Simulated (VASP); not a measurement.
# HfO2 (Fm-3m) in VASP: further runs, part 2 of 3

VASP 6.6.1.

## Step 3: Density of states, LDA

This run uses another cell than the first one, of 11.15 Å³/atom, 0.943 times its volume.

POSCAR

```
HfO2
1.0
    0.0000000000      2.5575000000      2.5575000000
    2.5575000000      0.0000000000      2.5575000000
    2.5575000000      2.5575000000      0.0000000000
Hf O
1 2
Direct
    0.0000000000      0.0000000000      0.0000000000
    0.2500000000      0.2500000000      0.2500000000
    0.7500000000      0.7500000000      0.7500000000
```

INCAR.step1

```
SYSTEM = HfO2
ALGO = Normal
EDIFF = 1E-6
ENCUT = 520
GGA = CA
ISIF = 2
ISMEAR = -1
LASPH = .TRUE.
LCHARG = .TRUE.
LMAXMIX = 4
LREAL = .FALSE.
LWAVE = .FALSE.
NBANDS = 18
NELM = 100
PREC = Accurate
SIGMA = 0.01
```

KPOINTS.step1

```
k-points
0
G
  9 9 9
  0 0 0
```

INCAR.step2

```
SYSTEM = HfO2
ALGO = Normal
EDIFF = 1E-6
ENCUT = 520
GGA = CA
ICHARG = 11
ISIF = 2
ISMEAR = -5
LASPH = .TRUE.
LCHARG = .FALSE.
LMAXMIX = 4
LORBIT = 10
LREAL = .FALSE.
LWAVE = .FALSE.
NEDOS = 1001
NELM = 100
PREC = Accurate
SIGMA = 0.01
```

KPOINTS.step2

```
k-points
0
G
  14 14 14
  0 0 0
```

Potentials or basis: VASP PAW LDA potentials, release 64 (Hf_pv, O).

Started as:

```sh
$ cat potpaw_LDA.64/Hf_pv/POTCAR potpaw_LDA.64/O/POTCAR > POTCAR
$ cp INCAR.step1 INCAR
$ cp KPOINTS.step1 KPOINTS
$ mpirun -np 1 vasp_std > vasp.out
$ cp INCAR.step2 INCAR
$ cp KPOINTS.step2 KPOINTS
$ mpirun -np 1 vasp_std > vasp.out
```

OUTCAR:

```text
SYSTEM = HfO2
   EDIFF = 1E-6
   ENCUT = 520
   GGA = CA
   ICHARG = 11
   ISIF = 2
   ISMEAR = -5
   LASPH = .TRUE.
   LORBIT = 10
   LREAL = .FALSE.
   NELM = 100
   PREC = Accurate

 ion  position               nearest neighbor table
   1  0.000  0.000  0.000-   3 2.21   3 2.21   3 2.21   2 2.21   3 2.21   2 2.21   2 2.21   2 2.21

   2  0.250  0.250  0.250-   1 2.21   1 2.21   1 2.21   1 2.21
   3  0.750  0.750  0.750-   1 2.21   1 2.21   1 2.21   1 2.21

  LATTYP: Found a face centered cubic cell.
 ALAT       =     5.1150000000

  Lattice vectors:

 A1 = (   0.0000000000,   2.5575000000,   2.5575000000)
 A2 = (   2.5575000000,   0.0000000000,   2.5575000000)
 A3 = (   2.5575000000,   2.5575000000,   0.0000000000)

Analysis of symmetry for initial positions (statically):
=====================================================================
 Subroutine PRICEL returns:
 Original cell was already a primitive cell.

 Routine SETGRP: Setting up the symmetry group for a
 face centered cubic supercell.

 Subroutine GETGRP returns: Found 48 space group operations
 (whereof 48 operations were pure point group operations)
 out of a pool of 48 trial point group operations.

The static configuration has the point symmetry O_h .

Analysis of symmetry for dynamics (positions and initial velocities):
=====================================================================
 Subroutine PRICEL returns:
 Original cell was already a primitive cell.

 Routine SETGRP: Setting up the symmetry group for a
 face centered cubic supercell.

 Subroutine GETGRP returns: Found 48 space group operations
 (whereof 48 operations were pure point group operations)
 out of a pool of 48 trial point group operations.

The dynamic configuration has the point symmetry O_h .

 Subroutine INISYM returns: Found 48 space group operations
 (whereof 48 operations are pure point group operations),
 and found     1 'primitive' translations

----------------------------------------------------------------------------------------

[... 138 lines left out ...]
  ---------------------------------------------------
  free energy    TOTEN  =       -32.91046867 eV

  energy without entropy =      -32.91046867  energy(sigma->0) =      -32.91046867

 E-fermi :   3.8353     XC(G=0): -12.1748

 val. band max:        3.8232868720   @ k =   0.5000   0.5000   0.0000
 cond. band min:       7.3474912479   @ k =   0.5000   0.5000   0.0000
 fundamental gap:      3.5242043759
 Fermi energy:         3.8352682686

 k-point     1 :       0.0000    0.0000    0.0000
  band No.  band energies     occupation
      1     -25.7882      2.00000
      2     -25.7882      2.00000
      3     -25.7882      2.00000
      4     -14.4849      2.00000
      5     -11.4575      2.00000
      6      -1.4221      2.00000
      7      -1.4221      2.00000
      8      -1.4221      2.00000
      9       3.2236      2.00000
     10       3.2236      2.00000
     11       3.2236      2.00000
     12       7.4444      0.00000
     13       7.4444      0.00000
     14       9.3014      0.00000
[... 401 lines left out ...]
      2     -25.8339      2.00000
      3     -25.8321      2.00000
      4     -13.6408      2.00000
      5     -12.0761      2.00000
      6      -0.8676      2.00000
      7      -0.8598      2.00000
      8       0.4350      2.00000
      9       0.5664      2.00000
     10       2.8331      2.00000
     11       2.9550      2.00000
     12       8.0660      0.00000
     13       8.2248      0.00000
     14      10.8892      0.00000
     15      12.5402      0.00000

 [... further k-points ...]

------------------------ aborting loop because EDIFF is reached ----------------------------------------

  FORCE on cell =-STRESS in cart. coord.  units (eV):
  Direction    XX          YY          ZZ          XY          YZ          ZX
  --------------------------------------------------------------------------------------
  -------------------------------------------------------------------------------------
  Total       -4.0308803     -4.0308803     -4.0308803      0.0000000      0.0000000      0.0000000
  in kB     -193.0338889   -193.0338889   -193.0338889      0.0000000      0.0000000      0.0000000
  external PRESSURE =    -193.0338889 kB  Pullay stress =       0.0000000 kB

 VOLUME and BASIS-vectors are now :
 -----------------------------------------------------------------------------
  energy-cutoff  :      520.00
  volume of cell :       33.46
      direct lattice vectors                 reciprocal lattice vectors
     0.000000000  2.557500000  2.557500000    -0.195503421  0.195503421  0.195503421
     2.557500000  0.000000000  2.557500000     0.195503421 -0.195503421  0.195503421
     2.557500000  2.557500000  0.000000000     0.195503421  0.195503421 -0.195503421

 POSITION                                       TOTAL-FORCE (eV/Angst)
 -----------------------------------------------------------------------------------
      0.00000      0.00000      0.00000        -0.000000     -0.000000     -0.000000
      1.27875      1.27875      1.27875         0.000000     -0.000000     -0.000000
      3.83625      3.83625      3.83625        -0.000000      0.000000      0.000000
 -----------------------------------------------------------------------------------
    total drift:                                0.000000      0.000000      0.000000

  FREE ENERGIE OF THE ION-ELECTRON SYSTEM (eV)
  ---------------------------------------------------
  free  energy   TOTEN  =       -32.9104686735 eV

  energy  without entropy=      -32.9104686735  energy(sigma->0) =      -32.91046867

 total charge

# of ion       s       p       d       tot
------------------------------------------
    1        0.290   6.554   1.352   8.196
    2        1.548   3.511   0.000   5.059
    3        1.548   3.511   0.000   5.059
--------------------------------------------------
tot          3.386  13.577   1.352  18.315
```

OSZICAR.step1:

```text
N       E                     dE             d eps       ncg     rms          rms(c)
DAV:   1     0.897143952157E+02    0.89714E+02   -0.12552E+04  1260   0.120E+03
DAV:   2    -0.345810090545E+02   -0.12430E+03   -0.12081E+03  1618   0.284E+02
DAV:   3    -0.385894126665E+02   -0.40084E+01   -0.39930E+01  1456   0.455E+01
DAV:   4    -0.386144771156E+02   -0.25064E-01   -0.25055E-01  1542   0.399E+00
DAV:   5    -0.386146522493E+02   -0.17513E-03   -0.17513E-03  1434   0.308E-01    0.471E+01
DAV:   6    -0.331779907339E+02    0.54367E+01   -0.20503E+01  1286   0.315E+01    0.413E+01
DAV:   7    -0.329926028380E+02    0.18539E+00   -0.74856E-01  1428   0.700E+00    0.290E+01
DAV:   8    -0.329393565489E+02    0.53246E-01   -0.38871E-01  1388   0.525E+00    0.973E+00
DAV:   9    -0.329108104997E+02    0.28546E-01   -0.77603E-02  1370   0.231E+00    0.290E+00
DAV:  10    -0.329104778125E+02    0.33269E-03   -0.21526E-03  1432   0.339E-01    0.434E-01
DAV:  11    -0.329104638391E+02    0.13973E-04   -0.14262E-04  1412   0.997E-02    0.675E-02
DAV:  12    -0.329104648115E+02   -0.97231E-06   -0.31875E-06  1626   0.134E-02
   1 F= -.32910465E+02 E0= -.32910465E+02  d E =-.969112E-14
```

Wall time 37 s (1 thread of Intel Xeon 6975P-C, shared host); peak memory 0.17 GiB.

Results:

* Valence electrons inside the program's atomic spheres: Hf 8.20; O 5.06

Caveat: spin-orbit coupling is left out, which moves the levels of the heavy elements.

## Step 4: Electric field gradients, LDA (volume scaled by 0.94)

INCAR

```
  PREC = Accurate
  ENCUT = 520
  EDIFF = 1E-8
  ISMEAR = -1
  SIGMA = 0.01
  LREAL = False
  LASPH = True
  NELM = 100
  ALGO = Normal
  ISIF = 2
  LWAVE = False
  LCHARG = False
  GGA = CA
  LEFG = True
  NBANDS = 18
```

KPOINTS

```
regular mesh
0
Gamma
  9 9 9
```

POSCAR

```
HfO2
1.0
    0.0000000000      2.5052914730      2.5052914730
    2.5052914730      0.0000000000      2.5052914730
    2.5052914730      2.5052914730      0.0000000000
Hf O
1 2
Direct
    0.0000000000      0.0000000000      0.0000000000
    0.2500000000      0.2500000000      0.2500000000
    0.7500000000      0.7500000000      0.7500000000
```

Potentials or basis: VASP PAW LDA potentials, release 64 (Hf_pv, O).

Started as:

```sh
$ cat potpaw_LDA.64/Hf_pv/POTCAR potpaw_LDA.64/O/POTCAR > POTCAR
$ mpirun -np 1 vasp_std > vasp.out
```

OUTCAR:

```text
PREC = Accurate
   ENCUT = 520
   EDIFF = 1E-8
   ISMEAR = -1
   LREAL = False
   LASPH = True
   NELM = 100
   ISIF = 2
   GGA = CA

 ion  position               nearest neighbor table
   1  0.000  0.000  0.000-   2 2.17   3 2.17   3 2.17   3 2.17   3 2.17   2 2.17   2 2.17   2 2.17

   2  0.250  0.250  0.250-   1 2.17   1 2.17   1 2.17   1 2.17
   3  0.750  0.750  0.750-   1 2.17   1 2.17   1 2.17   1 2.17

  LATTYP: Found a face centered cubic cell.
 ALAT       =     5.0105829460

  Lattice vectors:

 A1 = (   0.0000000000,   2.5052914730,   2.5052914730)
 A2 = (   2.5052914730,   0.0000000000,   2.5052914730)
 A3 = (   2.5052914730,   2.5052914730,   0.0000000000)

Analysis of symmetry for initial positions (statically):
=====================================================================
 Subroutine PRICEL returns:
 Original cell was already a primitive cell.

 Routine SETGRP: Setting up the symmetry group for a
 face centered cubic supercell.
[... 698 lines left out ...]
     2.505291473  2.505291473  0.000000000     0.199577576  0.199577576 -0.199577576

 POSITION                                       TOTAL-FORCE (eV/Angst)
 -----------------------------------------------------------------------------------
      0.00000      0.00000      0.00000        -0.000000      0.000000     -0.000000
      1.25265      1.25265      1.25265        -0.000000     -0.000000     -0.000000
      3.75794      3.75794      3.75794         0.000000      0.000000      0.000000
 -----------------------------------------------------------------------------------
    total drift:                                0.000000      0.000000      0.000000

  FREE ENERGIE OF THE ION-ELECTRON SYSTEM (eV)
  ---------------------------------------------------
  free  energy   TOTEN  =       -33.0636480337 eV

  energy  without entropy=      -33.0636480337  energy(sigma->0) =      -33.06364803

 Electric field gradients (V/A^2)
---------------------------------------------------------------------
 ion       V_xx      V_yy      V_zz      V_xy      V_xz      V_yz
---------------------------------------------------------------------
   1       0.000    -0.000     0.000     0.000     0.000     0.000
   2      -0.000     0.000    -0.000    -0.002    -0.002    -0.002
   3      -0.000     0.000    -0.000    -0.002    -0.002    -0.002
---------------------------------------------------------------------

 Electric field gradients after diagonalization (V/A^2)
 (convention: |V_zz| > |V_xx| > |V_yy|)
----------------------------------------------------------------------
 ion       V_xx      V_yy      V_zz     asymmetry (V_yy - V_xx)/ V_zz
----------------------------------------------------------------------
   1      -0.000    -0.000     0.001       0.000
   2       0.002     0.002    -0.005       0.000
   3       0.002     0.002    -0.005       0.000
----------------------------------------------------------------------

           NMR quadrupolar parameters

 Cq : quadrupolar parameter    Cq=e*Q*V_zz/h
 eta: asymmetry parameters     (V_yy - V_xx)/ V_zz
 Q  : nuclear electric quadrupole moment in mb (millibarn)
----------------------------------------------------------------------
 ion       Cq(MHz)       eta       Q (mb)
----------------------------------------------------------------------
   1       0.000       0.000       1.000
   2      -0.000       0.000       1.000
   3      -0.000       0.000       1.000
----------------------------------------------------------------------
```

OSZICAR:

```text
N       E                     dE             d eps       ncg     rms          rms(c)
DAV:   1     0.872468686870E+02    0.87247E+02   -0.12802E+04  1260   0.122E+03
DAV:   2    -0.348517145102E+02   -0.12210E+03   -0.11767E+03  1580   0.288E+02
DAV:   3    -0.386490484513E+02   -0.37973E+01   -0.37826E+01  1490   0.450E+01
DAV:   4    -0.386689062763E+02   -0.19858E-01   -0.19852E-01  1532   0.361E+00
DAV:   5    -0.386690244001E+02   -0.11812E-03   -0.11812E-03  1448   0.263E-01    0.534E+01
DAV:   6    -0.332815522490E+02    0.53875E+01   -0.19467E+01  1292   0.320E+01    0.453E+01
DAV:   7    -0.331292728637E+02    0.15228E+00   -0.67496E-01  1436   0.678E+00    0.303E+01
DAV:   8    -0.330830684708E+02    0.46204E-01   -0.26749E-01  1406   0.446E+00    0.878E+00
DAV:   9    -0.330641443932E+02    0.18924E-01   -0.62407E-02  1394   0.200E+00    0.277E+00
DAV:  10    -0.330636464724E+02    0.49792E-03   -0.21309E-03  1434   0.346E-01    0.489E-01
DAV:  11    -0.330636479994E+02   -0.15270E-05   -0.12776E-04  1446   0.986E-02    0.579E-02
DAV:  12    -0.330636479312E+02    0.68131E-07   -0.27383E-06  1482   0.132E-02    0.139E-02
DAV:  13    -0.330636480324E+02   -0.10119E-06   -0.23456E-07  1516   0.362E-03    0.222E-03
DAV:  14    -0.330636480337E+02   -0.12772E-08   -0.95676E-09  1000   0.615E-04
   1 F= -.33063648E+02 E0= -.33063648E+02  d E =-.300339E-14
```

stdout:

```text
POSCAR found type information on POSCAR HfO
 POSCAR found :  2 types and       3 ions
 scaLAPACK will be used
 LDA part: xc-table for (Slater(with rela. corr.)+CA(PZ))
 , standard interpolation
 POSCAR, INCAR and KPOINTS ok, starting setup
 FFT: planning ... GRIDC
 FFT: planning ... GRID_SOFT
 FFT: planning ... GRID
 WAVECAR not read
 entering main loop
ion   1

ion   2

ion   3
```

It took 39 s on 1 thread of AMD EPYC 7R13, shared host; peak memory 0.12 GiB.

Results:

- Free energy: -33.0636 eV
- Pressure: -4.8 GPa
- Band gap on the k mesh: 3.81 eV, indirect (least direct gap 3.93 eV)

Levels at points of the mesh, in eV from the valence-band top:
| k point | band 7 | band 8 | band 9 | band 10 | band 11 | band 12 | band 13 | band 14 | band 15 | band 16 |
| --- | --- | --- | --- | --- | --- | --- | --- | --- | --- | --- |
| (0.00, 0.00, 0.00) | -5.58 | -5.58 | -0.58 | -0.58 | -0.58 | 3.82 | 3.82 | 6.03 | 10.87 | 10.87 |

Caveat: the cell differs from its parent crystal (volume scaled by 0.94); without QUAD_EFG the Cq values of the log hold for a quadrupole moment of 1 mb, not for the nuclei; spin-orbit coupling is left out, which moves the levels of the heavy elements. A k mesh can miss the band edges.

(Part 2 of 3 ends here.)
